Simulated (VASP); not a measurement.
Wanted: the native input for a VASP 6.6.1 run.

- Task: single point
- Functional: r2SCAN
- Potentials or basis: VASP PAW PBE potentials, release 64 (Hf_pv, O)
- Cutoff: 520 eV
- k mesh: 10 × 10 × 10
- Occupations: fermi-dirac, width 0.02 eV
- Spin: no spin polarisation
- Dipole correction: no
- Further INCAR settings: ALGO = Normal; EDIFF = 1e-06; NBANDS = 18

Crystal: HfO2.

```
Hf O
1.0
     0.00000    2.52939    2.52939
     2.52939    0.00000    2.52939
     2.52939    2.52939    0.00000
Hf O
1 2
Direct
  0.00000 0.00000 0.00000
  0.25000 0.25000 0.25000
  0.75000 0.75000 0.75000
```

The input as run:

POSCAR

```
HfO2
1.0
    0.0000000000      2.5293941581      2.5293941581
    2.5293941581      0.0000000000      2.5293941581
    2.5293941581      2.5293941581      0.0000000000
Hf O
1 2
Direct
    0.0000000000      0.0000000000      0.0000000000
    0.2500000000      0.2500000000      0.2500000000
    0.7500000000      0.7500000000      0.7500000000
```

INCAR.step1

```
  PREC = Accurate
  ENCUT = 520
  ISMEAR = -1
  SIGMA = 0.02
  LREAL = False
  LASPH = True
  NELM = 60
  NBANDS = 18
  GGA = PE
  ALGO = Normal
  EDIFF = 1E-4
  LWAVE = True
  LCHARG = False
```

INCAR.step2

```
  PREC = Accurate
  ENCUT = 520
  EDIFF = 1E-6
  ISMEAR = -1
  SIGMA = 0.02
  LREAL = False
  LASPH = True
  NELM = 60
  ALGO = Normal
  ISIF = 2
  LWAVE = False
  LCHARG = False
  METAGGA = R2SCAN
  LMIXTAU = True
  NBANDS = 18
  ISTART = 1
```

KPOINTS

```
Automatic mesh
0
Gamma
  10 10 10
```

Potentials or basis: VASP PAW PBE potentials, release 64 (Hf_pv, O).

The run is started by

```sh
$ cat potpaw_PBE.64/Hf_pv/POTCAR potpaw_PBE.64/O/POTCAR > POTCAR
$ cp INCAR.step1 INCAR
$ mpirun -np 1 vasp_std > vasp.out
$ cp INCAR.step2 INCAR
$ mpirun -np 1 vasp_std > vasp.out
```

It gave:

```
Pressure               : -4.0 GPa
Band gap on the k mesh : 4.31 eV, direct
```

Caveat: the PAW data sets were made with another functional, which shifts forces and pressure a little; spin-orbit coupling is left out, which moves the levels of the heavy elements.

It took 89 s on 1 thread of Intel(R) Xeon(R) Platinum 8488C (Sapphire Rapids), on a shared host, peak memory 0.18 GiB.
